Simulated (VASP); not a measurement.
# Ga (C2/c) in VASP: single point with BLYP

Aim: the single point of Ga with BLYP.

Program: VASP 6.6.1. These are calculated values, not measurements. Logs are shortened: lines on timing, memory, paths and dates and some standing lists are left out, and cuts for length are marked.

### Step 1. The cell of the first run

It takes space group C2/c (No. 15, monoclinic). The conventional cell has a = 2.926 Å, b = 7.288 Å, c = 4.201 Å, α = 90.00°, β = 98.84°, γ = 90.00°. Within 4.0 Å of Ga (site symmetry 2) lie 14 Ga at 2.88 to 3.93 Å.

### Step 2. Single point, BLYP

INCAR

```
SYSTEM = Ga
PREC     = Accurate       ! precision mode
ENCUT    = 520            ! plane-wave cutoff, eV
EDIFF    = 1E-6           ! SCF threshold, eV
ISMEAR   = -1             ! smearing method
SIGMA    = 0.1            ! smearing width, eV
LREAL    = .False.        ! projectors in reciprocal space
LASPH    = .True.         ! aspherical terms in the spheres
NELM     = 60             ! most SCF steps
ALGO     = Normal         ! electronic algorithm
ISIF     = 2              ! what is computed and relaxed
LWAVE    = .False.        ! write WAVECAR
LCHARG   = .True.         ! write CHGCAR
GGA      = B5             ! functional
ALDAX    = 1.0          
AGGAX    = 1.0          
AGGAC    = 1.0          
ALDAC    = 0.0          
LELF     = .True.         ! ELF
LVHAR    = .True.       
NBANDS   = 20             ! bands
```

KPOINTS

```
regular mesh
0
Gamma
  21 21 13
  0 0 0
```

POSCAR

```
Ga
1.0
   -2.6826970395      2.4707052075      1.4554475435
    2.4707052075     -2.6826970395      1.4554475435
    3.0850198804      3.0850198804     -1.8437109720
Ga
2
Direct
    0.9901287980      0.0098712020      0.0000000000
    0.7598712020      0.2401287980      0.5000000000
```

Potentials or basis: VASP PAW PBE potentials, release 64 (Ga_d).

Started as:

```sh
> cat potpaw_PBE.64/Ga_d/POTCAR > POTCAR
> mpirun -np 1 vasp_std > vasp.out
```

OUTCAR:

```text
SYSTEM = Ga
   PREC = Accurate
   ENCUT = 520
   EDIFF = 1E-6
   ISMEAR = -1
   LREAL = .False.
   LASPH = .True.
   NELM = 60
   ISIF = 2
   GGA = B5

 ion  position               nearest neighbor table
   1  0.990  0.010  0.000-   2 2.88   2 2.88   2 2.90   2 2.90
   2  0.760  0.240  0.500-   1 2.88   1 2.88   1 2.90   1 2.90

  Warning from LATTYP: Got some problem with cell dimensions!
  Tried to take original basis but could not verify dimensions!
  LATTYP: Found a base centered monoclinic cell.
 ALAT       =     2.9262930956
 B/A-ratio  =     2.4905267901
 C/A-ratio  =     1.4355664775
 COS(beta)  =    -0.1536109475

  Lattice vectors:

 A1 = (   2.6826970395,  -2.4707052075,  -1.4554475435)
 A2 = (  -2.4707052075,   2.6826970395,  -1.4554475435)
 A3 = (   2.8730280484,   2.8730280484,   1.0671841150)

Analysis of symmetry for initial positions (statically):
=====================================================================
 Subroutine PRICEL returns:
 Original cell was already a primitive cell.

 Routine SETGRP: Setting up the symmetry group for a
 base centered monoclinic supercell.

 Subroutine GETGRP returns: Found  4 space group operations
 (whereof  2 operations were pure point group operations)
 out of a pool of  4 trial point group operations.

The static configuration has the point symmetry C_2 .
 The point group associated with its full space group is C_2h.

Analysis of symmetry for dynamics (positions and initial velocities):
=====================================================================
 Subroutine PRICEL returns:
 Original cell was already a primitive cell.

 Routine SETGRP: Setting up the symmetry group for a
 base centered monoclinic supercell.

 Subroutine GETGRP returns: Found  4 space group operations
 (whereof  2 operations were pure point group operations)
 out of a pool of  4 trial point group operations.

The dynamic configuration has the point symmetry C_2 .
 The point group associated with its full space group is C_2h.

 Subroutine INISYM returns: Found  4 space group operations
 (whereof  2 operations are pure point group operations),
 and found     1 'primitive' translations

----------------------------------------------------------------------------------------

                                     Primitive cell

  volume of cell :      44.2642

  direct lattice vectors                    reciprocal lattice vectors
    -2.682697039  2.470705208  1.455447544     0.010302531  0.204349095  0.359169383
     2.470705208 -2.682697039  1.455447544     0.204349095  0.010302531  0.359169383
     3.085019880  3.085019880 -1.843710972     0.169448566  0.169448566  0.024680870

  length of vectors
     3.926776691  3.926776691  4.736450725     0.413361029  0.413361029  0.240904086

  position of ions in fractional coordinates (direct lattice)
     0.990128798  0.009871202  0.000000000
     0.759871202  0.240128798  0.500000000

  ion indices of the primitive-cell ions
   primitive index   ion index
                 1           1
                 2           2

----------------------------------------------------------------------------------------

 KPOINTS: regular mesh

Automatic generation of k-mesh.
 Grid dimensions read from file:
 generate k-points for:   21   21   13

 Generating k-lattice:

  Cartesian coordinates                     Fractional coordinates (reciprocal lattice)
     0.000490597  0.009730909  0.017103304     0.047619048  0.000000000  0.000000000
     0.009730909  0.000490597  0.017103304     0.000000000  0.047619048  0.000000000
     0.013034505  0.013034505  0.001898528    -0.000000000 -0.000000000  0.076923077

  Length of vectors
     0.019683859  0.019683859  0.018531084

  Shift w.r.t. Gamma in fractional coordinates (k-lattice)
     0.000000000  0.000000000  0.000000000

 Subroutine IBZKPT returns following result:
 ===========================================

 Found   1507 irreducible k-points:

 Following reciprocal coordinates:
            Coordinates               Weight
  0.000000  0.000000  0.000000      1.000000
  0.047619 -0.000000  0.000000      4.000000
  0.095238  0.000000  0.000000      4.000000
  0.142857  0.000000  0.000000      4.000000
  0.190476  0.000000  0.000000      4.000000
  0.238095  0.000000  0.000000      4.000000
[... 16 lines left out ...]
 -0.428571  0.047619  0.000000      4.000000
 -0.380952  0.047619  0.000000      4.000000
 [... further k-points ...]
   k-points           NKPTS =   1507   k-points in BZ     NKDIM =   1507   number of bands    NBANDS=     20
   number of dos      NEDOS =    301   number of ions     NIONS =      2
   total plane-waves  NPLWV =  32400
   dimension x,y,z NGX =    30 NGY =   30 NGZ =   36
   dimension x,y,z NGXF=    60 NGYF=   60 NGZF=   72
   ions per type =               2
   NGX,Y,Z   is equivalent  to a cutoff of  12.70, 12.70, 12.64 a.u.
   NGXF,Y,Z  is equivalent  to a cutoff of  25.40, 25.40, 25.27 a.u.
 SYSTEM =  Ga
   PREC   = accura    normal or accurate (medium, high low for compatibility)
   ISTART =      0    job   : 0-new  1-cont  2-samecut
   ICHARG =      2    charge: 1-file 2-atom 10-const
   ISPIN  =      1    spin polarized calculation?
   LNONCOLLINEAR =      F non collinear calculations
   LSORBIT =      F    spin-orbit coupling
   LASPH  =      T    aspherical Exc in radial PAW
   ENCUT  =  520.0 eV  38.22 Ry    6.18 a.u.   7.30  7.30  8.81*2*pi/ulx,y,z
   NELM   =     60;   NELMIN=  2; NELMDL= -5     # of ELM steps
   EDIFF  = 0.1E-05   stopping-criterion for ELM
   LREAL  =      F    real-space projection
   EDIFFG = 0.1E-04   stopping-criterion for IOM
   NSW    =      0    number of steps for IOM
   IBRION =     -1    ionic relax: 0-MD 1-quasi-New 2-CG
   NFREE  =      0    steps in history (QN), initial steepest desc. (CG)
   ISIF   =      2    stress and relaxation
   ISYM   =      2    0-nonsym 1-usesym 2-fastsym
   POTIM  = 0.5000    time-step for ionic-motion
   TEBEG  =    0.0;   TEEND  =   0.0 temperature during run
   PSTRESS=    0.0 pullay stress
   NELECT =      26.0000    total number of electrons
   NUPDOWN=      -1.0000    fix difference up-down
   EMIN   =  10.00;   EMAX   =-10.00  energy-range for DOS
   EFERMI =   0.00;   METHOD = LEGACY
   ISMEAR =    -1;   SIGMA  =   0.10  broadening in eV -4-tet -1-fermi 0-gaus
   EFERMI_NEDOS =   21; number of points for ismear=-14 and -15
   IALGO  =     38    algorithm
   IMIX   =      4    mixing-type and parameters
     AMIX     =   0.40;   BMIX     =  1.00
     AMIX_MAG =   1.60;   BMIX_MAG =  1.00
  volume/ion in A,a.u.               =      22.13       149.35
  Fermi-wavevector in a.u.,A,eV,Ry     =   1.371034  2.590880 25.575355  1.879736
  Thomas-Fermi vector in A             =   2.496767
   LORBIT       =      0    0 simple, 1 ext, 2 COOP (PROOUT), +10 PAW based schemes
   GGA     = B5    functional components
   LHFCALC =     F    Hartree Fock is set to
   AEXX    =    0.0000 exact exchange contribution
   IVDW    =     0    specifies the selected vdW correction
   LEPSILON=     F    determine dielectric tensor
   LRPA    =     F    only Hartree local field effects (RPA)
 non-spin polarized calculation
  energy-cutoff  :      520.00
  volume of cell :       44.26
 maximum number of plane-waves:      1211
 NGX is ok and might be reduce to    30
   NGX = 15   NGY = 15   NGZ = 17

 number of electron      25.9999997 magnetization

 Free energy of the ion-electron system (eV)
  ---------------------------------------------------
  ext. energy  EPLUGINS =         0.00000000
  ---------------------------------------------------
  free energy    TOTEN  =        -4.30424821 eV

  energy without entropy =       -4.27410259  energy(sigma->0) =       -4.28917540

 E-fermi :   4.5479     XC(G=0):  -9.6240

 val. band max:        4.5471461258   @ k =  -0.2381  -0.3333   0.3077
 cond. band min:       4.5489222368   @ k =  -0.2857   0.0476   0.1538
 fundamental gap:      0.0017761110
 Fermi energy:         4.5478516516

 k-point     1 :       0.0000    0.0000    0.0000
  band No.  band energies     occupation
      1     -10.4920      2.00000
      2     -10.4419      2.00000
      3     -10.4400      2.00000
      4     -10.4253      2.00000
      5     -10.2597      2.00000
      6     -10.2509      2.00000
[... 12 lines left out ...]
     19      14.3687      0.00000
     20      16.8086      0.00000

 k-point     2 :       0.0476   -0.0000    0.0000
  band No.  band energies     occupation
      1     -10.4915      2.00000
      2     -10.4386      2.00000
      3     -10.4341      2.00000
      4     -10.4199      2.00000
      5     -10.2651      2.00000
      6     -10.2610      2.00000
[... 12 lines left out ...]
     19      13.9253      0.00000
     20      17.0305      0.00000

 k-point     3 :       0.0952    0.0000    0.0000
  band No.  band energies     occupation
      1     -10.4886      2.00000
      2     -10.4272      2.00000
      3     -10.4235      2.00000
      4     -10.4011      2.00000
      5     -10.2806      2.00000
      6     -10.2716      2.00000
[... 12 lines left out ...]
     19      13.6027      0.00000
     20      17.3814      0.00000

 k-point     4 :       0.1429    0.0000    0.0000
  band No.  band energies     occupation
      1     -10.4819      2.00000
      2     -10.4136      2.00000
      3     -10.4070      2.00000
      4     -10.3720      2.00000
      5     -10.2975      2.00000
      6     -10.2862      2.00000
[... 12 lines left out ...]
     19      13.6135      0.00000
     20      15.9959      0.00000

 k-point     5 :       0.1905    0.0000    0.0000
  band No.  band energies     occupation
      1     -10.4717      2.00000
      2     -10.4002      2.00000
      3     -10.3869      2.00000
      4     -10.3419      2.00000
      5     -10.3082      2.00000
      6     -10.3023      2.00000
[... 12 lines left out ...]
     19      13.4751      0.00000
     20      14.7586      0.00000

 k-point     6 :       0.2381    0.0000    0.0000
  band No.  band energies     occupation
      1     -10.4597      2.00000
      2     -10.3887      2.00000
      3     -10.3732      2.00000
      4     -10.3313      2.00000
      5     -10.3168      2.00000
      6     -10.2924      2.00000
[... 12 lines left out ...]
     19      13.2024      0.00000
     20      13.8662      0.00000

 k-point     7 :       0.2857    0.0000    0.0000
  band No.  band energies     occupation
      1     -10.4489      2.00000
      2     -10.3859      2.00000
      3     -10.3648      2.00000
      4     -10.3434      2.00000
      5     -10.3109      2.00000
      6     -10.2837      2.00000
[... 12 lines left out ...]
     19      13.0161      0.00000
     20      13.9348      0.00000
[... 277 lines left out ...]
 k-point    20 :       0.4286    0.0476    0.0000
  band No.  band energies     occupation
      1     -10.4321      2.00000
      2     -10.4061      2.00000
      3     -10.3729      2.00000
      4     -10.3691      2.00000
      5     -10.3082      2.00000
      6     -10.2979      2.00000
[... 12 lines left out ...]
     19      15.0006      0.00000
     20      17.7865      0.00000

 k-point    21 :       0.4762    0.0476    0.0000
  band No.  band energies     occupation
      1     -10.4289      2.00000
      2     -10.4043      2.00000
      3     -10.3818      2.00000
      4     -10.3671      2.00000
      5     -10.3054      2.00000
      6     -10.2979      2.00000
[... 12 lines left out ...]
     19      15.4459      0.00000
     20      18.1247      0.00000

 k-point    22 :      -0.4762    0.0476   -0.0000
  band No.  band energies     occupation
      1     -10.4314      2.00000
      2     -10.3953      2.00000
      3     -10.3810      2.00000
      4     -10.3637      2.00000
      5     -10.3122      2.00000
      6     -10.2945      2.00000
[... 12 lines left out ...]
     19      14.6450      0.00000
     20      18.0314      0.00000

 k-point    23 :      -0.4286    0.0476    0.0000
  band No.  band energies     occupation
      1     -10.4355      2.00000
      2     -10.3868      2.00000
      3     -10.3756      2.00000
      4     -10.3529      2.00000
      5     -10.3216      2.00000
      6     -10.2916      2.00000
[... 12 lines left out ...]
     19      13.6328      0.00000
     20      17.1880      0.00000

 k-point    24 :      -0.3810    0.0476    0.0000
  band No.  band energies     occupation
      1     -10.4394      2.00000
      2     -10.3848      2.00000
      3     -10.3673      2.00000
      4     -10.3377      2.00000
      5     -10.3284      2.00000
      6     -10.2871      2.00000
[... 12 lines left out ...]
     19      13.1052      0.00000
     20      15.9473      0.00000

 [... further k-points ...]

------------------------ aborting loop because EDIFF is reached ----------------------------------------

  FORCE on cell =-STRESS in cart. coord.  units (eV):
  Direction    XX          YY          ZZ          XY          YZ          ZX
  --------------------------------------------------------------------------------------
  -------------------------------------------------------------------------------------
  Total        0.0155909      0.0155909     -0.0088527     -0.0051152     -0.0124467     -0.0124467
  in kB        0.5643235      0.5643235     -0.3204312     -0.1851482     -0.4505166     -0.4505175
  external PRESSURE =       0.2694052 kB  Pullay stress =       0.0000000 kB

 VOLUME and BASIS-vectors are now :
 -----------------------------------------------------------------------------
  energy-cutoff  :      520.00
  volume of cell :       44.26
      direct lattice vectors                 reciprocal lattice vectors
    -2.682697039  2.470705208  1.455447544     0.010302531  0.204349095  0.359169383
     2.470705208 -2.682697039  1.455447544     0.204349095  0.010302531  0.359169383
     3.085019880  3.085019880 -1.843710972     0.169448566  0.169448566  0.024680870

 POSITION                                       TOTAL-FORCE (eV/Angst)
 -----------------------------------------------------------------------------------
     -2.63183      2.41983      1.45545         0.003404     -0.003404      0.000000
      0.09729      2.77573      0.53359        -0.003404      0.003404     -0.000000
 -----------------------------------------------------------------------------------
    total drift:                               -0.000000     -0.000000      0.000000

  FREE ENERGIE OF THE ION-ELECTRON SYSTEM (eV)
  ---------------------------------------------------
  free  energy   TOTEN  =        -4.3042482094 eV

  energy  without entropy=       -4.2741025914  energy(sigma->0) =       -4.28917540
```

Run time: 8.5 min. Hardware: 1 thread of Intel Xeon 6975P-C (Granite Rapids), shared host; peak memory 1 GiB.

What came out:

```
Free energy            : -4.3042 eV
Pressure               : 0.0 GPa
Largest force          : 0.005 eV/Å
Band gap on the k mesh : zero (bands 13 and 14 overlap by 6.61 eV)
```

Forces on the atoms (eV/Å):
```
Ga   0.003 -0.003  0.000
Ga  -0.003  0.003  0.000
```

Caveat: the PAW data sets were made with another functional, which shifts forces and pressure a little.
